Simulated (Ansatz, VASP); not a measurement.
**MgAg2F6: VASP beside Ansatz**

```
CELL_PARAMETERS angstrom
0.00000 3.82211 3.82211
3.82211 0.00000 3.82211
3.82211 3.82211 0.00000
ATOMIC_POSITIONS crystal
Mg 0.00000 0.00000 0.00000
Ag 0.25000 0.25000 0.25000
Ag 0.75000 0.75000 0.75000
F 0.74816 0.25184 0.25184
F 0.25184 0.74816 0.74816
F 0.25184 0.74816 0.25184
F 0.74816 0.25184 0.74816
F 0.25184 0.25184 0.74816
F 0.74816 0.74816 0.25184
```

Change from the starting cell: species swapped into the Tl2CrF6 type (Fm-3m, No. 225).

Alike in both runs: functional PBE; k mesh 4 × 4 × 4; occupations gaussian, width 0.1 eV; collinear spin.

Ansatz relaxed the structure, and its values are those at the end. VASP's run is a single point on that final structure, the one shown.

```csv
,VASP,Ansatz
version,VASP 6.6.1,Ansatz 0.2.0
potentials or method,"VASP PAW PBE potentials, release 64 (Mg, Ag, F), cutoff 520 eV","scalar-relativistic, plane waves, PAW"
valence electrons in the cell,66,90
```

|  | VASP | Ansatz | Ansatz less VASP |
| --- | --- | --- | --- |
| gap on the k mesh at the Fermi level (eV) | none | none | - |
| pressure (GPa) | -0.4 | 0.0 | +0.39 |
| rms of the force components (eV/Å) | 0.006 | 0.001 | -0.0048 |
| net moment per atom (μB) | 0.22 | 0.22 | 0.000 |
| size of the moment on the site where the two differ most (μB) | 0.38 | 0.38 | +0.007 |

Site moments also hang on the region over which each program counts them. A gap of «none» marks a metal or a gap that the smearing closes. VASP's potentials hold 66 valence electrons a cell and Ansatz's 90, so a difference there can come from the potentials and not from the codes.
